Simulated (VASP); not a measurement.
# Se (P3_221) in VASP: notebook

Se is run at these levels: PBE; tasks: electric field gradients.

Program: VASP 6.6.1. These are calculated values, not measurements. Logs are shortened: lines on timing, memory, paths and dates and some standing lists are left out, and cuts for length are marked.

## Step 1: The cell of the first run

It takes space group P3_221 (No. 154, trigonal). The conventional cell has a = 4.399 Å, b = 4.399 Å, c = 4.949 Å, α = 90.00°, β = 90.00°, γ = 120.00°. Within 3.1 Å of Se (site symmetry 2) lie 2 Se at 2.34 Å.

## Step 2: Electric field gradients, PBE (equal xx and yy strain of +1 %)

File INCAR:

```
SYSTEM = Se
ALGO     = Normal         ! electronic algorithm
EDIFF    = 1E-8           ! SCF threshold, eV
ENCUT    = 520            ! plane-wave cutoff, eV
GGA      = PE             ! functional
ISIF     = 2              ! what is computed and relaxed
ISMEAR   = -1             ! smearing method
LASPH    = .TRUE.         ! aspherical terms in the spheres
LCHARG   = .FALSE.        ! write CHGCAR
LEFG     = .TRUE.       
LREAL    = .FALSE.        ! projectors in reciprocal space
LWAVE    = .FALSE.        ! write WAVECAR
NBANDS   = 16             ! bands
NELM     = 80             ! most SCF steps
PREC     = Accurate       ! precision mode
SIGMA    = 0.03           ! smearing width, eV
```

File KPOINTS:

```
k-points
0
G
  8 8 6
  0 0 0
```

File POSCAR:

```
Se
1.0
    4.3987213744      0.0000000000      0.0000000000
   -2.1993606872      3.8094044544      0.0000000000
    0.0000000000      0.0000000000      4.9494500000
Se
3
Direct
    0.2170000000      0.0000000000      0.1666666667
    0.0000000000      0.2170000000      0.8333333333
    0.7830000000      0.7830000000      0.5000000000
```

Potentials or basis: VASP PAW PBE potentials, release 64 (Se).

Run with:

```sh
> cat potpaw_PBE.64/Se/POTCAR > POTCAR
> mpirun -np 1 vasp_std > vasp.out
```

OUTCAR:

```text
SYSTEM = Se
   EDIFF = 1E-8
   ENCUT = 520
   GGA = PE
   ISIF = 2
   ISMEAR = -1
   LASPH = .TRUE.
   LREAL = .FALSE.
   NELM = 80
   PREC = Accurate

 ion  position               nearest neighbor table
   1  0.217  0.000  0.167-   3 2.34   2 2.34
   2  0.000  0.217  0.833-   3 2.34   1 2.34
   3  0.783  0.783  0.500-   2 2.34   1 2.34

  LATTYP: Found a hexagonal cell.
 ALAT       =     4.3987213744
 C/A-ratio  =     1.1252019800

  Lattice vectors:

 A1 = (   4.3987213744,   0.0000000000,   0.0000000000)
 A2 = (  -2.1993606872,   3.8094044544,   0.0000000000)
 A3 = (   0.0000000000,   0.0000000000,   4.9494500000)

Analysis of symmetry for initial positions (statically):
=====================================================================
 Subroutine PRICEL returns:
 Original cell was already a primitive cell.

 Routine SETGRP: Setting up the symmetry group for a
 hexagonal supercell.

 Subroutine GETGRP returns: Found  6 space group operations
 (whereof  2 operations were pure point group operations)
 out of a pool of 24 trial point group operations.

The static configuration has the point symmetry C_2 .
 The point group associated with its full space group is D_3 .

Analysis of symmetry for dynamics (positions and initial velocities):
=====================================================================
 Subroutine PRICEL returns:
 Original cell was already a primitive cell.

 Routine SETGRP: Setting up the symmetry group for a
 hexagonal supercell.

 Subroutine GETGRP returns: Found  6 space group operations
 (whereof  2 operations were pure point group operations)
 out of a pool of 24 trial point group operations.

The dynamic configuration has the point symmetry C_2 .
 The point group associated with its full space group is D_3 .

 Subroutine INISYM returns: Found  6 space group operations
 (whereof  2 operations are pure point group operations),
 and found     1 'primitive' translations

----------------------------------------------------------------------------------------

                                     Primitive cell

  volume of cell :      82.9355

[... 125 lines left out ...]
 NGX is ok and might be reduce to    36
   NGX = 17   NGY = 17   NGZ = 19

 number of electron      18.0000000 magnetization

 Free energy of the ion-electron system (eV)
  ---------------------------------------------------
  ext. energy  EPLUGINS =         0.00000000
  ---------------------------------------------------
  free energy    TOTEN  =       -10.41443519 eV

  energy without entropy =      -10.41443519  energy(sigma->0) =      -10.41443519

 E-fermi :   3.1466     XC(G=0):  -8.7410

 val. band max:        2.5733544241   @ k =   0.5000  -0.0000   0.5000
 cond. band min:       3.7164082648   @ k =   0.3750   0.2500   0.5000
 fundamental gap:      1.1430538407
 Fermi energy:         3.1466096175

 k-point     1 :       0.0000    0.0000    0.0000
  band No.  band energies     occupation
      1     -13.4488      2.00000
      2      -9.2116      2.00000
      3      -9.2116      2.00000
      4      -1.3988      2.00000
      5      -1.3988      2.00000
      6      -1.1725      2.00000
[... 433 lines left out ...]
      3      -8.5914      2.00000
      4      -2.7108      2.00000
      5      -2.4591      2.00000
      6      -0.7675      2.00000
[... 8 lines left out ...]
     15      11.1985      0.00000
     16      12.0744      0.00000

 [... further k-points ...]
[... 5 lines left out ...]
  --------------------------------------------------------------------------------------
  -------------------------------------------------------------------------------------
  Total        1.9669470      1.9669470      3.2167864     -0.0000000      0.0000000      0.0000000
  in kB       37.9981769     37.9981769     62.1430166     -0.0000000      0.0000000      0.0000000
  external PRESSURE =      46.0464568 kB  Pullay stress =       0.0000000 kB

 VOLUME and BASIS-vectors are now :
 -----------------------------------------------------------------------------
  energy-cutoff  :      520.00
  volume of cell :       82.94
      direct lattice vectors                 reciprocal lattice vectors
     4.398721374  0.000000000  0.000000000     0.227338791  0.131254112  0.000000000
    -2.199360687  3.809404454  0.000000000     0.000000000  0.262508225  0.000000000
     0.000000000  0.000000000  4.949450000     0.000000000  0.000000000  0.202042651

 POSITION                                       TOTAL-FORCE (eV/Angst)
 -----------------------------------------------------------------------------------
      0.95452      0.00000      0.82491         0.971092     -0.000000     -0.000000
     -0.47726      0.82664      4.12454        -0.485546      0.840991      0.000000
      1.72210      2.98276      2.47472        -0.485546     -0.840991      0.000000
 -----------------------------------------------------------------------------------
    total drift:                                0.000001      0.000001      0.000000

  FREE ENERGIE OF THE ION-ELECTRON SYSTEM (eV)
  ---------------------------------------------------
  free  energy   TOTEN  =       -10.4144351923 eV

  energy  without entropy=      -10.4144351921  energy(sigma->0) =      -10.41443519

 Electric field gradients (V/A^2)
---------------------------------------------------------------------
 ion       V_xx      V_yy      V_zz      V_xy      V_xz      V_yz
---------------------------------------------------------------------
   1     156.468  -348.210   191.742    -0.000    -0.000  -324.217
   2    -222.041    30.298   191.742  -218.532   280.780   162.109
   3    -222.040    30.299   191.742   218.532  -280.780   162.108
---------------------------------------------------------------------

 Electric field gradients after diagonalization (V/A^2)
 (convention: |V_zz| > |V_xx| > |V_yy|)
----------------------------------------------------------------------
 ion       V_xx      V_yy      V_zz     asymmetry (V_yy - V_xx)/ V_zz
----------------------------------------------------------------------
   1     343.671   156.468  -500.139       0.374
   2     343.671   156.468  -500.139       0.374
   3     343.671   156.468  -500.139       0.374
----------------------------------------------------------------------

           NMR quadrupolar parameters

 Cq : quadrupolar parameter    Cq=e*Q*V_zz/h
 eta: asymmetry parameters     (V_yy - V_xx)/ V_zz
 Q  : nuclear electric quadrupole moment in mb (millibarn)
----------------------------------------------------------------------
 ion       Cq(MHz)       eta       Q (mb)
----------------------------------------------------------------------
   1      -1.209       0.374       1.000
   2      -1.209       0.374       1.000
   3      -1.209       0.374       1.000
----------------------------------------------------------------------
```

It took 61 s on 1 thread of Intel Xeon 6975P-C (Granite Rapids), shared host; peak memory 0.23 GiB.

What came out:

```
Free energy            : -10.4144 eV
Pressure               : 4.6 GPa
Largest force          : 0.971 eV/Å
Band gap on the k mesh : 1.14 eV, indirect (least direct gap 1.23 eV)
```

Forces on the atoms (eV/Å):
```
Se   0.971  0.000  0.000
Se  -0.486  0.841  0.000
Se  -0.486 -0.841  0.000
```

Levels at points of the mesh, in eV from the valence-band top:
| k point | band 5 | band 6 | band 7 | band 8 | band 9 | band 10 | band 11 | band 12 | band 13 | band 14 |
| --- | --- | --- | --- | --- | --- | --- | --- | --- | --- | --- |
| (0.00, 0.00, 0.00) | -3.97 | -3.75 | -2.15 | -2.15 | -0.41 | 2.04 | 2.04 | 2.40 | 5.97 | 6.44 |
| (0.50, 0.00, 0.00) | -4.77 | -3.40 | -2.88 | -1.93 | -1.03 | 2.07 | 2.58 | 4.22 | 5.45 | 7.54 |
| (0.00, 0.00, 0.50) | -3.47 | -3.47 | -1.55 | -1.55 | -1.16 | 1.31 | 1.41 | 1.41 | 6.21 | 7.39 |
| (0.50, 0.00, 0.50) | -4.52 | -4.30 | -1.81 | -1.36 | 0.00 | 1.57 | 2.76 | 3.14 | 6.24 | 7.87 |

Electric field gradients, principal values (V/Å²):
```
atom    least   middle  greatest (by size)
1 Se  156.468  343.671            -500.139
2 Se  156.468  343.671            -500.139
3 Se  156.468  343.671            -500.139
```

Caveat: the cell differs from its parent crystal (equal xx and yy strain of +1 %); without QUAD_EFG the Cq values of the log hold for a quadrupole moment of 1 mb, not for the nuclei. A k mesh can miss the band edges.

## Step 3: Electric field gradients, PBE (equal xx and yy strain of +1 %)

File INCAR:

```
ALGO = Normal ; EDIFF = 1E-8
ENCUT = 520 ; GGA = PE
ISIF = 2 ; ISMEAR = -1
LASPH = T ; LCHARG = F
LEFG = T ; LREAL = F
LWAVE = F ; NBANDS = 16
NELM = 60 ; PREC = Accurate
SIGMA = 0.03
```

File KPOINTS:

```
k-points
0
Gamma
  8 8 6
```

POSCAR is that of step 2.

Potentials or basis: VASP PAW PBE potentials, release 64 (Se).

Run with:

```sh
> cat potpaw_PBE.64/Se/POTCAR > POTCAR
> mpirun -np 1 vasp_std > vasp.out
```

OUTCAR:

```text
EDIFF = 1E-8
   ENCUT = 520
   GGA = PE
   ISIF = 2
   ISMEAR = -1
   LASPH = T
   LREAL = F
   NELM = 60
   PREC = Accurate

 ion  position               nearest neighbor table
   1  0.217  0.000  0.167-   3 2.34   2 2.34
   2  0.000  0.217  0.833-   3 2.34   1 2.34
   3  0.783  0.783  0.500-   2 2.34   1 2.34

  LATTYP: Found a hexagonal cell.
 ALAT       =     4.3987213744
 C/A-ratio  =     1.1252019800

  Lattice vectors:

 A1 = (   4.3987213744,   0.0000000000,   0.0000000000)
 A2 = (  -2.1993606872,   3.8094044544,   0.0000000000)
 A3 = (   0.0000000000,   0.0000000000,   4.9494500000)

Analysis of symmetry for initial positions (statically):
=====================================================================
 Subroutine PRICEL returns:
 Original cell was already a primitive cell.

 Routine SETGRP: Setting up the symmetry group for a
 hexagonal supercell.

 Subroutine GETGRP returns: Found  6 space group operations
[... 651 lines left out ...]
     0.000000000  0.000000000  4.949450000     0.000000000  0.000000000  0.202042651

 POSITION                                       TOTAL-FORCE (eV/Angst)
 -----------------------------------------------------------------------------------
      0.95452      0.00000      0.82491         0.971092     -0.000000     -0.000000
     -0.47726      0.82664      4.12454        -0.485546      0.840991      0.000000
      1.72210      2.98276      2.47472        -0.485546     -0.840991      0.000000
 -----------------------------------------------------------------------------------
    total drift:                                0.000001      0.000001      0.000000

  FREE ENERGIE OF THE ION-ELECTRON SYSTEM (eV)
  ---------------------------------------------------
  free  energy   TOTEN  =       -10.4144351923 eV

  energy  without entropy=      -10.4144351921  energy(sigma->0) =      -10.41443519

 Electric field gradients (V/A^2)
---------------------------------------------------------------------
 ion       V_xx      V_yy      V_zz      V_xy      V_xz      V_yz
---------------------------------------------------------------------
   1     156.468  -348.210   191.742    -0.000    -0.000  -324.217
   2    -222.041    30.298   191.742  -218.532   280.780   162.109
   3    -222.040    30.299   191.742   218.532  -280.780   162.108
---------------------------------------------------------------------

 Electric field gradients after diagonalization (V/A^2)
 (convention: |V_zz| > |V_xx| > |V_yy|)
----------------------------------------------------------------------
 ion       V_xx      V_yy      V_zz     asymmetry (V_yy - V_xx)/ V_zz
----------------------------------------------------------------------
   1     343.671   156.468  -500.139       0.374
   2     343.671   156.468  -500.139       0.374
   3     343.671   156.468  -500.139       0.374
----------------------------------------------------------------------

           NMR quadrupolar parameters

 Cq : quadrupolar parameter    Cq=e*Q*V_zz/h
 eta: asymmetry parameters     (V_yy - V_xx)/ V_zz
 Q  : nuclear electric quadrupole moment in mb (millibarn)
----------------------------------------------------------------------
 ion       Cq(MHz)       eta       Q (mb)
----------------------------------------------------------------------
   1      -1.209       0.374       1.000
   2      -1.209       0.374       1.000
   3      -1.209       0.374       1.000
----------------------------------------------------------------------
```

stdout:

```text
POSCAR found type information on POSCAR Se
 POSCAR found :  1 types and       3 ions
 scaLAPACK will be used
 LDA part: xc-table for (Slater+PW92), standard interpolation
 POSCAR, INCAR and KPOINTS ok, starting setup
 FFT: planning ... GRIDC
 FFT: planning ... GRID_SOFT
 FFT: planning ... GRID
 WAVECAR not read
 entering main loop
ion   1

ion   2
     0.0000499     4.1264871    -2.9597704    -2.9703380    -5.1264727     2.3824284
     0.0000687     4.1264871    -2.9597704    -2.9703379    -5.1264727     2.3824284
     0.0000946     4.1264870    -2.9597703    -2.9703379    -5.1264726     2.3824284
     0.0001302     4.1264869    -2.9597703    -2.9703378    -5.1264725     2.3824283

     0.0000499   200.0061740  -148.2334336  -151.7962015  -256.7478384   115.4736184
     0.0000687   200.0013030  -148.2298107  -151.7924939  -256.7415634   115.4708061
     0.0000946   199.9934065  -148.2239375  -151.7864837  -256.7313907   115.4662471
     0.0001302   199.9806689  -148.2144635  -151.7767894  -256.7149812   115.4588930

ion   3
     0.0000499    -4.1264871    -2.9597704    -2.9703380     5.1264727     2.3824284
     0.0000687    -4.1264871    -2.9597704    -2.9703379     5.1264727     2.3824284
     0.0000946    -4.1264870    -2.9597703    -2.9703379     5.1264726     2.3824284
     0.0001302    -4.1264869    -2.9597703    -2.9703378     5.1264725     2.3824283

     0.0000499  -200.0061740  -148.2334336  -151.7962015   256.7478384   115.4736184
     0.0000687  -200.0013030  -148.2298107  -151.7924939   256.7415634   115.4708061
     0.0000946  -199.9934065  -148.2239375  -151.7864837   256.7313907   115.4662471
     0.0001302  -199.9806689  -148.2144635  -151.7767894   256.7149812   115.4588930
```

Wall time 39 s (1 thread of Intel Xeon 6975P-C (Granite Rapids), shared host); peak memory 0.23 GiB.

What came out:

```yaml
Free_energy: -10.4144 eV
Pressure: 4.6 GPa
Largest_force: 0.971 eV/Å
Band_gap_on_the_k_mesh: 1.14 eV, indirect (least direct gap 1.23 eV)
```

Forces in eV/Å, atoms in the order of the input:
```
Se   0.971  0.000  0.000
Se  -0.486  0.841  0.000
Se  -0.486 -0.841  0.000
```

Electric field gradients, principal values (V/Å²):
| atom | least | middle | greatest (by size) |
| --- | --- | --- | --- |
| 1 Se | 156.468 | 343.671 | -500.139 |
| 2 Se | 156.468 | 343.671 | -500.139 |
| 3 Se | 156.468 | 343.671 | -500.139 |

Caveat: the cell differs from its parent crystal (equal xx and yy strain of +1 %); without QUAD_EFG the Cq values of the log hold for a quadrupole moment of 1 mb, not for the nuclei. A k mesh can miss the band edges.

(Part 1 of 2 ends here.)
